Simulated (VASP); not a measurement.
# Rh in VASP: notebook

The runs below take Rh through single point, with PBEsol.

Everything below comes from runs of VASP 6.6.1. Logs are shortened: lines on timing, memory, paths and dates and some standing lists are left out, and cuts for length are marked.

### Step 1. The cell of the first run

The cell holds a slab with vacuum, 7 atoms: a = 2.673 Å, b = 3.781 Å, c = 24.020 Å, α = 90.00°, β = 90.00°, γ = 90.00°.

### Step 2. Single point, PBEsol

The input, INCAR:

```
SYSTEM = Rh
PREC = Accurate
ENCUT = 400
EDIFF = 1E-6
ISMEAR = -1
SIGMA = 0.08
LREAL = .False.
LASPH = .True.
NELM = 120
ALGO = Normal
ISIF = 2
LWAVE = .False.
LCHARG = .False.
LDIPOL = .True.
IDIPOL = 3
DIPOL = 0.5 0.5 0.500
GGA = PS
NBANDS = 62
GGA_COMPAT = .False.
NELMDL = -8
```

The input, KPOINTS:

```
Automatic mesh
0
Gamma
  14 10 1
  0 0 0
```

The input, POSCAR:

```
Rh
1.0
    2.6734738989      0.0000000000      0.0000000000
    0.0000000000      3.7808630465      0.0000000000
    0.0000000000      0.0000000000     24.0204000000
Rh
7
Direct
    0.0000000000      0.0000000000      0.3330497890
    0.5000000000      0.5000000000      0.3886998593
    0.0000000000      0.0000000000      0.4443499297
    0.5000000000      0.5000000000      0.5000000000
    0.0000000000      0.0000000000      0.5556500703
    0.5000000000      0.5000000000      0.6113001407
    0.0000000000      0.0000000000      0.6669502110
```

Potentials or basis: VASP PAW PBE potentials, release 64 (Rh_pv).

On the command line:

```sh
> cat potpaw_PBE.64/Rh_pv/POTCAR > POTCAR
> mpirun -np 1 vasp_std > vasp.out
```

OUTCAR:

```text
SYSTEM = Rh
   PREC = Accurate
   ENCUT = 400
   EDIFF = 1E-6
   ISMEAR = -1
   LREAL = .False.
   LASPH = .True.
   NELM = 120
   ISIF = 2
   GGA = PS
   NELMDL = -8

 ion  position               nearest neighbor table
   1  0.000  0.000  0.333-   2 2.67   2 2.67   2 2.67   2 2.67   3 2.67
   2  0.500  0.500  0.389-   1 2.67   1 2.67   1 2.67   1 2.67   4 2.67   3 2.67   3 2.67   3 2.67
                             3 2.67
   3  0.000  0.000  0.444-   5 2.67   4 2.67   4 2.67   4 2.67   4 2.67   1 2.67   2 2.67   2 2.67
                             2 2.67   2 2.67
   4  0.500  0.500  0.500-   3 2.67   5 2.67   3 2.67   5 2.67   3 2.67   5 2.67   3 2.67   5 2.67
                             2 2.67   6 2.67
   5  0.000  0.000  0.556-   3 2.67   4 2.67   4 2.67   4 2.67   4 2.67   7 2.67   6 2.67   6 2.67
                             6 2.67   6 2.67
   6  0.500  0.500  0.611-   7 2.67   7 2.67   7 2.67   7 2.67   4 2.67   5 2.67   5 2.67   5 2.67
                             5 2.67
   7  0.000  0.000  0.667-   6 2.67   6 2.67   6 2.67   6 2.67   5 2.67

  LATTYP: Found a simple orthorhombic cell.
 ALAT       =     2.6734738989
 B/A-ratio  =     1.4142135624
 C/A-ratio  =     8.9847146104

  Lattice vectors:

 A1 = (   2.6734738989,   0.0000000000,   0.0000000000)
 A2 = (   0.0000000000,   3.7808630465,   0.0000000000)
 A3 = (   0.0000000000,   0.0000000000,  24.0204000000)

Analysis of symmetry for initial positions (statically):
=====================================================================
 Subroutine PRICEL returns:
 Original cell was already a primitive cell.

 Routine SETGRP: Setting up the symmetry group for a
 simple orthorhombic supercell.

 Subroutine GETGRP returns: Found  8 space group operations
 (whereof  8 operations were pure point group operations)
 out of a pool of  8 trial point group operations.

The static configuration has the point symmetry D_2h.

Analysis of symmetry for dynamics (positions and initial velocities):
=====================================================================
 Subroutine PRICEL returns:
 Original cell was already a primitive cell.

 Routine SETGRP: Setting up the symmetry group for a
 simple orthorhombic supercell.

 Subroutine GETGRP returns: Found  8 space group operations
 (whereof  8 operations were pure point group operations)
 out of a pool of  8 trial point group operations.

The dynamic configuration has the point symmetry D_2h.

 Subroutine INISYM returns: Found  8 space group operations
 (whereof  8 operations are pure point group operations),
 and found     1 'primitive' translations

----------------------------------------------------------------------------------------

                                     Primitive cell

  volume of cell :     242.7991

  direct lattice vectors                    reciprocal lattice vectors
     2.673473899  0.000000000  0.000000000     0.374045170  0.000000000  0.000000000
     0.000000000  3.780863046  0.000000000     0.000000000  0.264489876  0.000000000
     0.000000000  0.000000000 24.020400000     0.000000000  0.000000000  0.041631280

  length of vectors
     2.673473899  3.780863046 24.020400000     0.374045170  0.264489876  0.041631280

  position of ions in fractional coordinates (direct lattice)
     0.000000000  0.000000000  0.333049789
     0.500000000  0.500000000  0.388699859
     0.000000000  0.000000000  0.444349930
     0.500000000  0.500000000  0.500000000
     0.000000000  0.000000000  0.555650070
     0.500000000  0.500000000  0.611300141
     0.000000000  0.000000000  0.666950211

  ion indices of the primitive-cell ions
   primitive index   ion index
                 1           1
                 2           2
                 3           3
                 4           4
                 5           5
                 6           6
                 7           7

----------------------------------------------------------------------------------------

 KPOINTS: Automatic mesh

Automatic generation of k-mesh.
 Grid dimensions read from file:
 generate k-points for:   14   10    1

 Generating k-lattice:

  Cartesian coordinates                     Fractional coordinates (reciprocal lattice)
     0.026717512  0.000000000  0.000000000     0.071428571  0.000000000  0.000000000
     0.000000000  0.026448988  0.000000000     0.000000000  0.100000000  0.000000000
     0.000000000  0.000000000  0.041631280     0.000000000  0.000000000  1.000000000

  Length of vectors
     0.026717512  0.026448988  0.041631280

  Shift w.r.t. Gamma in fractional coordinates (k-lattice)
     0.000000000  0.000000000  0.000000000

 Subroutine IBZKPT returns following result:
 ===========================================

 Found     48 irreducible k-points:

 Following reciprocal coordinates:
            Coordinates               Weight
  0.000000  0.000000  0.000000      1.000000
  0.071429  0.000000  0.000000      2.000000
  0.142857  0.000000  0.000000      2.000000
  0.214286  0.000000  0.000000      2.000000
  0.285714  0.000000  0.000000      2.000000
  0.357143  0.000000  0.000000      2.000000
[... 16 lines left out ...]
  0.428571  0.200000  0.000000      4.000000
  0.500000  0.200000  0.000000      2.000000
 [... further k-points ...]
   k-points           NKPTS =     48   k-points in BZ     NKDIM =     48   number of bands    NBANDS=     62
   number of dos      NEDOS =    301   number of ions     NIONS =      7
   total plane-waves  NPLWV =  80640
   dimension x,y,z NGX =    18 NGY =   28 NGZ =  160
   dimension x,y,z NGXF=    36 NGYF=   56 NGZF=  320
   ions per type =               7
   NGX,Y,Z   is equivalent  to a cutoff of  11.19, 12.31, 11.07 a.u.
   NGXF,Y,Z  is equivalent  to a cutoff of  22.39, 24.62, 22.15 a.u.
 SYSTEM =  Rh
   PREC   = accura    normal or accurate (medium, high low for compatibility)
   ISTART =      0    job   : 0-new  1-cont  2-samecut
   ICHARG =      2    charge: 1-file 2-atom 10-const
   ISPIN  =      1    spin polarized calculation?
   LNONCOLLINEAR =      F non collinear calculations
   LSORBIT =      F    spin-orbit coupling
   LASPH  =      T    aspherical Exc in radial PAW
   ENCUT  =  400.0 eV  29.40 Ry    5.42 a.u.   4.36  6.17 39.17*2*pi/ulx,y,z
   NELM   =    120;   NELMIN=  2; NELMDL= -8     # of ELM steps
   EDIFF  = 0.1E-05   stopping-criterion for ELM
   LREAL  =      F    real-space projection
   EDIFFG = 0.1E-04   stopping-criterion for IOM
   NSW    =      0    number of steps for IOM
   IBRION =     -1    ionic relax: 0-MD 1-quasi-New 2-CG
   NFREE  =      0    steps in history (QN), initial steepest desc. (CG)
   ISIF   =      2    stress and relaxation
   ISYM   =      2    0-nonsym 1-usesym 2-fastsym
   POTIM  = 0.5000    time-step for ionic-motion
   TEBEG  =    0.0;   TEEND  =   0.0 temperature during run
   PSTRESS=    0.0 pullay stress
   NELECT =     105.0000    total number of electrons
   NUPDOWN=      -1.0000    fix difference up-down
   EMIN   =  10.00;   EMAX   =-10.00  energy-range for DOS
   EFERMI =   0.00;   METHOD = LEGACY
   ISMEAR =    -1;   SIGMA  =   0.08  broadening in eV -4-tet -1-fermi 0-gaus
   EFERMI_NEDOS =   21; number of points for ismear=-14 and -15
   IALGO  =     38    algorithm
   IMIX   =      4    mixing-type and parameters
     AMIX     =   0.40;   BMIX     =  1.00
     AMIX_MAG =   1.60;   BMIX_MAG =  1.00
  volume/ion in A,a.u.               =      34.69       234.07
  Fermi-wavevector in a.u.,A,eV,Ry     =   1.238004  2.339489 20.853039  1.532655
  Thomas-Fermi vector in A             =   2.372548
   LORBIT       =      0    0 simple, 1 ext, 2 COOP (PROOUT), +10 PAW based schemes
   GGA     = PS    functional components
   LHFCALC =     F    Hartree Fock is set to
   AEXX    =    0.0000 exact exchange contribution
   IVDW    =     0    specifies the selected vdW correction
   LEPSILON=     F    determine dielectric tensor
   LRPA    =     F    only Hartree local field effects (RPA)
 non-spin polarized calculation
  energy-cutoff  :      400.00
  volume of cell :      242.80
 maximum number of plane-waves:      4455
 NGX is ok and might be reduce to    18
   NGX =  9   NGY = 13   NGZ = 79

 number of electron     105.0000018 magnetization

 dipolmoment           0.000000      0.000000     -0.000000 electrons x Angstroem

 Free energy of the ion-electron system (eV)
  ---------------------------------------------------
  ext. energy  EPLUGINS =         0.00000000
  ---------------------------------------------------
  free energy    TOTEN  =       -53.32614123 eV

  energy without entropy =      -53.07755496  energy(sigma->0) =      -53.20184810

 E-fermi :   1.7667     XC(G=0):  -6.4793

 val. band max:        1.7627895987   @ k =   0.2143   0.4000   0.0000
 cond. band min:       1.7710579607   @ k =   0.5000   0.1000   0.0000
 fundamental gap:      0.0082683620
 Fermi energy:         1.7667126163

 k-point     1 :       0.0000    0.0000    0.0000
  band No.  band energies     occupation
      1     -45.2656      2.00000
      2     -45.1363      2.00000
      3     -45.1338      2.00000
      4     -45.0558      2.00000
      5     -44.9401      2.00000
      6     -44.9162      2.00000
[... 54 lines left out ...]
     61       4.3197      0.00000
     62       6.1178      0.00000

 k-point     2 :       0.0714    0.0000    0.0000
  band No.  band energies     occupation
      1     -45.2556      2.00000
      2     -45.1379      2.00000
      3     -45.1267      2.00000
      4     -45.0582      2.00000
      5     -44.9408      2.00000
      6     -44.9128      2.00000
[... 1419 lines left out ...]
     61       6.3917      0.00000
     62       7.3783      0.00000

 k-point    24 :       0.5000    0.2000    0.0000
  band No.  band energies     occupation
      1     -45.2518      2.00000
      2     -45.2427      2.00000
      3     -45.2367      2.00000
      4     -45.2097      2.00000
      5     -45.1836      2.00000
      6     -44.9408      2.00000
[... 54 lines left out ...]
     61       6.2441      0.00000
     62       6.6781      0.00000

 [... further k-points ...]

------------------------ aborting loop because EDIFF is reached ----------------------------------------

 vacuum level on the upper side and lower side of the slab       (xc-potential included)        -0.162        -0.162

  FORCE on cell =-STRESS in cart. coord.  units (eV):
  Direction    XX          YY          ZZ          XY          YZ          ZX
  --------------------------------------------------------------------------------------
  -------------------------------------------------------------------------------------
  Total       -6.3536281     -5.7616891     -5.6417939      0.0000000      0.0000000      0.0000000
  in kB      -41.9261752    -38.0201015    -37.2289398      0.0000000      0.0000000      0.0000000
  external PRESSURE =     -39.0584055 kB  Pullay stress =       0.0000000 kB

 VOLUME and BASIS-vectors are now :
 -----------------------------------------------------------------------------
  energy-cutoff  :      400.00
  volume of cell :      242.80
      direct lattice vectors                 reciprocal lattice vectors
     2.673473899  0.000000000  0.000000000     0.374045170  0.000000000  0.000000000
     0.000000000  3.780863046  0.000000000     0.000000000  0.264489876  0.000000000
     0.000000000  0.000000000 24.020400000     0.000000000  0.000000000  0.041631280

 POSITION                                       TOTAL-FORCE (eV/Angst)
 -----------------------------------------------------------------------------------
      0.00000      0.00000      7.99999         0.000000      0.000000      1.053743
      1.33674      1.89043      9.33673         0.000000     -0.000000     -0.579827
      0.00000      0.00000     10.67346         0.000000      0.000000     -0.186595
      1.33674      1.89043     12.01020         0.000000     -0.000000      0.000000
      0.00000      0.00000     13.34694        -0.000000      0.000000      0.186595
      1.33674      1.89043     14.68367         0.000000     -0.000000      0.579827
      0.00000      0.00000     16.02041        -0.000000     -0.000000     -1.053743
 -----------------------------------------------------------------------------------
    total drift:                                0.000000      0.000000     -0.000000

  FREE ENERGIE OF THE ION-ELECTRON SYSTEM (eV)
  ---------------------------------------------------
  free  energy   TOTEN  =       -53.3261412332 eV

  energy  without entropy=      -53.0775549607  energy(sigma->0) =      -53.20184810

 vacuum level on the upper side and lower side of the slab         6.426         6.426
```

Run time: 8.4 min. Hardware: 1 thread of Intel Xeon 6975P-C (Granite Rapids), shared host; peak memory 0.48 GiB.

Results:

```
Free energy            : -53.3261 eV
Largest force          : 1.054 eV/Å
Band gap on the k mesh : zero (an odd number of electrons rules out a gap without spin polarisation)
```

Forces on the atoms (eV/Å):
```
Rh   0.000  0.000  1.054
Rh   0.000  0.000 -0.580
Rh   0.000  0.000 -0.187
Rh   0.000  0.000  0.000
Rh   0.000  0.000  0.187
Rh   0.000  0.000  0.580
Rh   0.000  0.000 -1.054
```

Levels at points of the mesh, in eV from the Fermi level:
| k point | band 50 | band 51 | band 52 | band 53 | band 54 | band 55 | band 56 | band 57 |
| --- | --- | --- | --- | --- | --- | --- | --- | --- |
| (0.00, 0.00, 0.00) | -0.77 | -0.76 | -0.63 | -0.28 | -0.02 | 0.07 | 0.38 | 0.45 |
| (0.50, 0.00, 0.00) | 0.29 | 0.38 | 0.43 | 0.48 | 0.82 | 0.83 | 0.93 | 3.17 |
| (0.00, 0.50, 0.00) | -0.37 | -0.13 | -0.04 | 0.17 | 0.18 | 0.30 | 0.42 | 0.44 |
| (0.50, 0.50, 0.00) | 0.46 | 0.54 | 0.57 | 0.59 | 0.66 | 0.79 | 0.82 | 1.82 |

Caveat: the PAW data sets were made with another functional, which shifts forces and pressure a little.

### Step 3. Single point, PBEsol

This run uses another cell than the first one.

The input, INCAR:

```
ALGO = Normal ; DIPOL = 0.5 0.5 0.500
EDIFF = 1E-6 ; ENCUT = 400
GGA = PS ; GGA_COMPAT = False
IDIPOL = 3 ; ISIF = 2
ISMEAR = -1 ; LASPH = True
LCHARG = False ; LDIPOL = True
LREAL = False ; LWAVE = False
NBANDS = 62 ; NELM = 120
NELMDL = -8 ; PREC = Accurate
SIGMA = 0.08
```

The input, KPOINTS:

```
k-points
0
Gamma
  14 10 1
```

The input, POSCAR:

```
Rh
1.0
    2.6734738989      0.0000000000      0.0000000000
    0.0000000000      3.7808630465      0.0000000000
    0.0000000000      0.0000000000     16.7891000000
Rh
7
Direct
    0.0000000000      0.0000000000      0.2680322720
    0.5000000000      0.5000000000      0.3391594501
    0.0000000000      0.0000000000      0.4217506489
    0.5000000000      0.5000000000      0.5000000006
    0.0000000000      0.0000000000      0.5782493504
    0.5000000000      0.5000000000      0.6608405506
    0.0000000000      0.0000000000      0.7319677280
```

Potentials or basis: VASP PAW PBE potentials, release 64 (Rh_pv).

On the command line:

```sh
> cat potpaw_PBE.64/Rh_pv/POTCAR > POTCAR
> mpirun -np 1 vasp_std > vasp.out
```

It took 9.1 min on 1 thread of Oxide Virtual Turin-like, shared host; peak memory 0.33 GiB.

It converged, with:

```yaml
Free_energy: -53.4589 eV
Largest_force: 0.008 eV/Å
Band_gap_on_the_k_mesh: zero (an odd number of electrons rules out a gap without spin polarisation)
```

Forces on the atoms (eV/Å):
```
Rh   0.000  0.000 -0.002
Rh   0.000  0.000 -0.008
Rh   0.000  0.000 -0.002
Rh   0.000  0.000  0.000
Rh   0.000  0.000  0.002
Rh   0.000  0.000  0.008
Rh   0.000  0.000  0.002
```

Levels at points of the mesh, in eV from the Fermi level:
```csv
k point,band 49,band 50,band 51,band 52,band 53,band 54,band 55,band 56,band 57,band 58
"(0.00, 0.00, 0.00)",-1.03,-0.94,-0.91,-0.75,-0.29,-0.14,0.16,0.29,0.43,0.78
"(0.50, 0.00, 0.00)",0.21,0.26,0.30,0.50,0.62,0.74,0.90,1.03,3.14,3.31
"(0.00, 0.50, 0.00)",-0.81,-0.12,-0.09,-0.04,0.19,0.21,0.36,0.38,0.47,0.48
"(0.50, 0.50, 0.00)",-0.14,0.48,0.53,0.56,0.57,0.64,0.74,0.94,1.73,1.90
```

Caveat: the PAW data sets were made with another functional, which shifts forces and pressure a little.
